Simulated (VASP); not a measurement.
# O (P4/mmm) in VASP: notebook

Aim: see how the results for O move with the level of theory and the settings. Levels: PBEsol+D3(BJ), PBEsol. Tasks: single point.

All numbers are computed with VASP 6.6.1; they aren't measurements. Logs are shortened: lines on timing, memory, paths and dates and some standing lists are left out, and cuts for length are marked.

## 1. The cell of the first run

It takes space group P4/mmm (No. 123, tetragonal). The conventional cell has a = 1.775 Å, b = 1.775 Å, c = 3.194 Å, α = 90.00°, β = 90.00°, γ = 90.00°. Within 2.4 Å of O (site symmetry 4/mmm) lie 4 O at 1.77 Å.

## 2. Single point, PBEsol+D3(BJ)

File INCAR:

```
SYSTEM = O
PREC = Accurate
ENCUT = 520
EDIFF = 1E-6
ISMEAR = 1
SIGMA = 0.1
LREAL = .False.
LASPH = .True.
NELM = 80
ALGO = Normal
ISIF = 2
LWAVE = .False.
LCHARG = .False.
GGA = PS
IVDW = 12
NBANDS = 9
```

File KPOINTS:

```
regular mesh
0
Gamma
  12 12 7
  0 0 0
```

File POSCAR:

```
O
1.0
    1.7746057800      0.0000000000      0.0000000000
    0.0000000000      1.7746057800      0.0000000000
    0.0000000000      0.0000000000      3.1935983634
O
1
Direct
    0.0000000000      0.0000000000      0.0000000000
```

Potentials or basis: VASP PAW PBE potentials, release 64 (O).

Run with:

```sh
$ cat potpaw_PBE.64/O/POTCAR > POTCAR
$ mpirun -np 1 vasp_std > vasp.out
```

OUTCAR:

```text
SYSTEM = O
   PREC = Accurate
   ENCUT = 520
   EDIFF = 1E-6
   ISMEAR = 1
   LREAL = .False.
   LASPH = .True.
   NELM = 80
   ISIF = 2
   GGA = PS
   IVDW = 12
 IVDW          = 12

 ion  position               nearest neighbor table
   1  0.000  0.000  0.000-

  LATTYP: Found a simple tetragonal cell.
 ALAT       =     1.7746057800
 C/A-ratio  =     1.7996100314

  Lattice vectors:

 A1 = (   1.7746057800,   0.0000000000,   0.0000000000)
 A2 = (   0.0000000000,   1.7746057800,   0.0000000000)
 A3 = (   0.0000000000,   0.0000000000,   3.1935983634)

Analysis of symmetry for initial positions (statically):
=====================================================================
 Subroutine PRICEL returns:
 Original cell was already a primitive cell.

 Routine SETGRP: Setting up the symmetry group for a
 simple tetragonal supercell.

 Subroutine GETGRP returns: Found 16 space group operations
 (whereof 16 operations were pure point group operations)
 out of a pool of 16 trial point group operations.

The static configuration has the point symmetry D_4h.

Analysis of symmetry for dynamics (positions and initial velocities):
=====================================================================
 Subroutine PRICEL returns:
 Original cell was already a primitive cell.

 Routine SETGRP: Setting up the symmetry group for a
 simple tetragonal supercell.

 Subroutine GETGRP returns: Found 16 space group operations
 (whereof 16 operations were pure point group operations)
 out of a pool of 16 trial point group operations.

The dynamic configuration has the point symmetry D_4h.

 Subroutine INISYM returns: Found 16 space group operations
 (whereof 16 operations are pure point group operations),
 and found     1 'primitive' translations

----------------------------------------------------------------------------------------

                                     Primitive cell

  volume of cell :      10.0574

  direct lattice vectors                    reciprocal lattice vectors
     1.774605780  0.000000000  0.000000000     0.563505434  0.000000000  0.000000000
     0.000000000  1.774605780  0.000000000     0.000000000  0.563505434  0.000000000
     0.000000000  0.000000000  3.193598363     0.000000000  0.000000000  0.313126413

  length of vectors
     1.774605780  1.774605780  3.193598363     0.563505434  0.563505434  0.313126413

  position of ions in fractional coordinates (direct lattice)
     0.000000000  0.000000000  0.000000000

  ion indices of the primitive-cell ions
   primitive index   ion index
                 1           1

----------------------------------------------------------------------------------------

 KPOINTS: regular mesh

Automatic generation of k-mesh.
 Grid dimensions read from file:
 generate k-points for:   12   12    7

 Generating k-lattice:

  Cartesian coordinates                     Fractional coordinates (reciprocal lattice)
     0.046958786  0.000000000  0.000000000     0.083333333  0.000000000  0.000000000
     0.000000000  0.046958786  0.000000000     0.000000000  0.083333333  0.000000000
     0.000000000  0.000000000  0.044732345     0.000000000  0.000000000  0.142857143

  Length of vectors
     0.046958786  0.046958786  0.044732345

  Shift w.r.t. Gamma in fractional coordinates (k-lattice)
     0.000000000  0.000000000  0.000000000

 Subroutine IBZKPT returns following result:
 ===========================================

 Found    112 irreducible k-points:

 Following reciprocal coordinates:
            Coordinates               Weight
  0.000000  0.000000  0.000000      1.000000
  0.083333  0.000000  0.000000      4.000000
  0.166667  0.000000  0.000000      4.000000
  0.250000  0.000000  0.000000      4.000000
  0.333333  0.000000  0.000000      4.000000
  0.416667  0.000000  0.000000      4.000000
[... 16 lines left out ...]
  0.333333  0.333333  0.000000      4.000000
  0.416667  0.333333  0.000000      8.000000
 [... further k-points ...]
   k-points           NKPTS =    112   k-points in BZ     NKDIM =    112   number of bands    NBANDS=      9
   number of dos      NEDOS =    301   number of ions     NIONS =      1
   total plane-waves  NPLWV =   4704
   dimension x,y,z NGX =    14 NGY =   14 NGZ =   24
   dimension x,y,z NGXF=    28 NGYF=   28 NGZF=   48
   ions per type =               1
   NGX,Y,Z   is equivalent  to a cutoff of  13.12, 13.12, 12.49 a.u.
   NGXF,Y,Z  is equivalent  to a cutoff of  26.23, 26.23, 24.99 a.u.
 SYSTEM =  O
   PREC   = accura    normal or accurate (medium, high low for compatibility)
   ISTART =      0    job   : 0-new  1-cont  2-samecut
   ICHARG =      2    charge: 1-file 2-atom 10-const
   ISPIN  =      1    spin polarized calculation?
   LNONCOLLINEAR =      F non collinear calculations
   LSORBIT =      F    spin-orbit coupling
   LASPH  =      T    aspherical Exc in radial PAW
   ENCUT  =  520.0 eV  38.22 Ry    6.18 a.u.   3.30  3.30  5.94*2*pi/ulx,y,z
   NELM   =     80;   NELMIN=  2; NELMDL= -5     # of ELM steps
   EDIFF  = 0.1E-05   stopping-criterion for ELM
   LREAL  =      F    real-space projection
   EDIFFG = 0.1E-04   stopping-criterion for IOM
   NSW    =      0    number of steps for IOM
   IBRION =     -1    ionic relax: 0-MD 1-quasi-New 2-CG
   NFREE  =      0    steps in history (QN), initial steepest desc. (CG)
   ISIF   =      2    stress and relaxation
   ISYM   =      2    0-nonsym 1-usesym 2-fastsym
   POTIM  = 0.5000    time-step for ionic-motion
   TEBEG  =    0.0;   TEEND  =   0.0 temperature during run
   PSTRESS=    0.0 pullay stress
   NELECT =       6.0000    total number of electrons
   NUPDOWN=      -1.0000    fix difference up-down
   EMIN   =  10.00;   EMAX   =-10.00  energy-range for DOS
   EFERMI =   0.00;   METHOD = LEGACY
   ISMEAR =     1;   SIGMA  =   0.10  broadening in eV -4-tet -1-fermi 0-gaus
   EFERMI_NEDOS =   21; number of points for ismear=-14 and -15
   IALGO  =     38    algorithm
   IMIX   =      4    mixing-type and parameters
     AMIX     =   0.40;   BMIX     =  1.00
     AMIX_MAG =   1.60;   BMIX_MAG =  1.00
  volume/ion in A,a.u.               =      10.06        67.87
  Fermi-wavevector in a.u.,A,eV,Ry     =   1.378152  2.604330 25.841597  1.899304
  Thomas-Fermi vector in A             =   2.503240
   LORBIT       =      0    0 simple, 1 ext, 2 COOP (PROOUT), +10 PAW based schemes
   GGA     = PS    functional components
   LHFCALC =     F    Hartree Fock is set to
   AEXX    =    0.0000 exact exchange contribution
   IVDW    =    12    specifies the selected vdW correction
   LEPSILON=     F    determine dielectric tensor
   LRPA    =     F    only Hartree local field effects (RPA)
 non-spin polarized calculation
 Methfessel and Paxton  Order N= 1 SIGMA  =   0.10
  energy-cutoff  :      520.00
  volume of cell :       10.06
 maximum number of plane-waves:       280
 NGX is ok and might be reduce to    14
   NGX =  7   NGY =  7   NGZ = 11

 number of electron       5.9999997 magnetization

 Free energy of the ion-electron system (eV)
  ---------------------------------------------------
  ext. energy  EPLUGINS =         0.00000000
  ---------------------------------------------------
  free energy    TOTEN  =        -3.73266130 eV

  energy without entropy =       -3.73203750  energy(sigma->0) =       -3.73245337

 E-fermi :   0.2998     XC(G=0): -10.2456

 val. band max:        0.2729879595   @ k =   0.4167   0.2500   0.4286
 cond. band min:       0.3486129893   @ k =   0.4167   0.3333   0.2857
 fundamental gap:      0.0756250298
 Fermi energy:         0.2998431967

 k-point     1 :       0.0000    0.0000    0.0000
  band No.  band energies     occupation
      1     -22.6344      2.00000
      2      -4.5782      2.00000
      3       3.9896      0.00000
      4       3.9896      0.00000
      5       8.2176      0.00000
      6      26.4620      0.00000
      7      29.8557      0.00000
      8      34.2511      0.00000
      9      48.9747      0.00000

 k-point     2 :       0.0833    0.0000    0.0000
  band No.  band energies     occupation
      1     -22.3991      2.00000
      2      -4.3859      2.00000
      3       3.0659      0.00000
      4       4.0815      0.00000
      5       8.5352      0.00000
      6      26.3142      0.00000
      7      30.1333      0.00000
      8      34.7829      0.00000
      9      47.5559      0.00000

 k-point     3 :       0.1667    0.0000    0.0000
  band No.  band energies     occupation
      1     -21.7029      2.00000
      2      -3.8347      2.00000
      3       0.7089     -0.00000
      4       4.3373      0.00000
      5       9.4740      0.00000
      6      25.7586      0.00000
      7      30.6397      0.00000
      8      35.4489      0.00000
      9      43.0504      0.00000

 k-point     4 :       0.2500    0.0000    0.0000
  band No.  band energies     occupation
      1     -20.5833      2.00000
      2      -3.0093      2.00000
      3      -2.3233      2.00000
      4       4.6984      0.00000
      5      11.0234      0.00000
      6      24.5898      0.00000
      7      30.1494      0.00000
      8      34.6892      0.00000
      9      39.8646      0.00000
[... 205 lines left out ...]
 k-point    22 :       0.5000    0.2500    0.0000
  band No.  band energies     occupation
      1     -15.0408      2.00000
      2      -7.4971      2.00000
      3       0.1903      2.06484
      4       0.4623     -0.04384
      5      20.0579      0.00000
      6      22.1187      0.00000
      7      23.7545      0.00000
      8      28.4983      0.00000
      9      34.5800      0.00000

 k-point    23 :       0.3333    0.3333    0.0000
  band No.  band energies     occupation
      1     -15.8407      2.00000
      2      -3.6181      2.00000
      3      -2.6479      2.00000
      4       0.0074      2.00028
      5      17.4696      0.00000
      6      24.3817      0.00000
      7      25.6962      0.00000
      8      32.4971      0.00000
      9      33.1957      0.00000

 k-point    24 :       0.4167    0.3333    0.0000
  band No.  band energies     occupation
      1     -14.4385      2.00000
      2      -5.5269      2.00000
      3      -2.3915      2.00000
      4       0.6181     -0.00006
      5      18.8762      0.00000
      6      23.5881      0.00000
      7      26.0125      0.00000
      8      29.8494      0.00000
      9      32.5546      0.00000

 [... further k-points ...]

------------------------ aborting loop because EDIFF is reached ----------------------------------------

 Edisp (eV)   -0.05137

 E8    (eV) :    -0.0216

  FORCE on cell =-STRESS in cart. coord.  units (eV):
  Direction    XX          YY          ZZ          XY          YZ          ZX
  --------------------------------------------------------------------------------------
  -------------------------------------------------------------------------------------
  Total      -0.00278    -0.00278    -0.03101     0.00000     0.00000     0.00000
  in kB      -0.44357    -0.44357    -4.93987     0.00000     0.00000     0.00000
  external pressure =       -1.94 kB  Pullay stress =        0.00 kB

 VOLUME and BASIS-vectors are now :
 -----------------------------------------------------------------------------
  energy-cutoff  :      520.00
  volume of cell :       10.06
      direct lattice vectors                 reciprocal lattice vectors
     1.774605780  0.000000000  0.000000000     0.563505434  0.000000000  0.000000000
     0.000000000  1.774605780  0.000000000     0.000000000  0.563505434  0.000000000
     0.000000000  0.000000000  3.193598363     0.000000000  0.000000000  0.313126413

 POSITION                                       TOTAL-FORCE (eV/Angst)
 -----------------------------------------------------------------------------------
      0.00000      0.00000      0.00000         0.000000      0.000000      0.000000
 -----------------------------------------------------------------------------------
    total drift:                                0.000000      0.000000     -0.000000

  FREE ENERGIE OF THE ION-ELECTRON SYSTEM (eV)
  ---------------------------------------------------
  free  energy   TOTEN  =        -3.7840310317 eV

  energy  without entropy=       -3.7834072351  energy(sigma->0) =       -3.78382310
```

Wall time 8.2 s (1 thread of AMD EPYC 7R13, shared host); peak memory 0.09 GiB.

What came out:

```
Free energy                : -3.7840 eV
Pressure                   : -0.2 GPa
Band gap on the k mesh     : zero (band 3 reaches 4.00 eV, above the bottom of band 4 at -0.59 eV)
Dispersion energy per atom : -0.051 eV
```

Stress tensor (GPa, compression positive):
```
-0.04  0.00  0.00
 0.00 -0.04  0.00
 0.00  0.00 -0.49
```

Levels at points of the mesh, in eV from the Fermi level:
```tsv
k point	band 1	band 2	band 3	band 4	band 5	band 6	band 7
(0.00, 0.00, 0.00)	-22.93	-4.88	3.69	3.69	7.92	26.16	29.56
(0.50, 0.00, 0.00)	-17.18	-9.40	-1.29	5.17	18.80	19.04	20.55
(0.50, 0.50, 0.00)	-11.93	-5.71	-5.71	1.29	16.79	30.00	30.00
```

Caveat: the PAW data sets were made with another functional, which shifts forces and pressure a little; pairwise dispersion overbinds metals, which lowers pressure and volume.

## 3. Single point, PBEsol

This run uses another cell than the first one, of 11.11 Å³/atom, 1.104 times its volume.

File INCAR:

```
  ALGO = Normal
  EDIFF = 1E-6
  ENCUT = 520
  GGA = PS
  ISIF = 2
  ISMEAR = 1
  LASPH = T
  LCHARG = F
  LREAL = F
  LWAVE = F
  NBANDS = 9
  NELM = 80
  PREC = Accurate
  SIGMA = 0.1
```

File KPOINTS:

```
k-points
0
Gamma
  12 12 7
```

File POSCAR:

```
O
1.0
    1.7765716642      0.0000000000      0.0000000000
    0.0000000000      1.7765716642      0.0000000000
    0.0000000000      0.0000000000      3.5188716063
O
1
Direct
    0.0000000000      0.0000000000      0.0000000000
```

Potentials or basis: VASP PAW PBE potentials, release 64 (O).

Run with:

```sh
$ cat potpaw_PBE.64/O/POTCAR > POTCAR
$ mpirun -np 1 vasp_std > vasp.out
```

Wall time 9.9 s (1 thread of AMD EPYC 7R13, shared host); peak memory 0.09 GiB.

The run converged. Its results:

```yaml
Free_energy: -3.7351 eV
Pressure: -0.1 GPa
Band_gap_on_the_k_mesh: zero (band 3 reaches 3.27 eV, above the bottom of band 4 at -1.30 eV)
```

Stress tensor (GPa, compression positive):
```
-0.03  0.00  0.00
 0.00 -0.03  0.00
 0.00  0.00 -0.32
```

Levels at points of the mesh, in eV from the Fermi level:
```tsv
k point	band 1	band 2	band 3	band 4	band 5	band 6	band 7
(0.00, 0.00, 0.00)	-22.87	-5.20	3.67	3.67	7.28	22.76	29.09
(0.50, 0.00, 0.00)	-17.16	-9.35	-1.47	5.14	18.43	18.51	19.12
(0.50, 0.50, 0.00)	-11.95	-5.69	-5.69	1.17	16.96	29.00	29.00
```

Caveat: the PAW data sets were made with another functional, which shifts forces and pressure a little.
